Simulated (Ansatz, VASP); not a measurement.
**Two plane-wave programs on Ti3Se**

```
CELL_PARAMETERS angstrom
3.13217 0.00000 0.00000
-1.56609 2.71254 0.00000
0.00000 0.00000 7.78060
ATOMIC_POSITIONS crystal
Se 0.00000 0.00000 0.00000
Ti 0.66667 0.33333 0.50000
Ti 0.33333 0.66667 0.77290
Ti 0.33333 0.66667 0.22710
```

Alike in both runs: task single point; functional PBE; k mesh 10 × 10 × 4; occupations fermi-dirac, width 0.05 eV; no spin polarisation.

|  | VASP | Ansatz |
| --- | --- | --- |
| version | VASP 6.6.1 | Ansatz 0.2.0 |
| potentials or method | VASP PAW PBE potentials, release 64 (Se, Ti_sv) | Ansatz PAW |
| plane-wave cutoff (eV) | 520 | 420 |
| valence electrons in the cell | 42 | 52 |

```tsv
	VASP	Ansatz	Ansatz less VASP
gap on the k mesh at the Fermi level (eV)	none	none	-
pressure (GPa)	8.1	8.1	-0.01
traceless stress, the component that is largest in VASP (GPa)	1.00	0.99	-0.007
rms of the force components (eV/Å)	0.107	0.095	-0.0122
```

Atom by atom the forces differ by 0.012 eV/Å (rms over components). A gap of «none» marks a metal or a gap that the smearing closes. The functional is the same, so the differences come from potentials, cutoffs and numerics. VASP's potentials hold 42 valence electrons a cell and Ansatz's 52, so a difference there can come from the potentials and not from the codes.
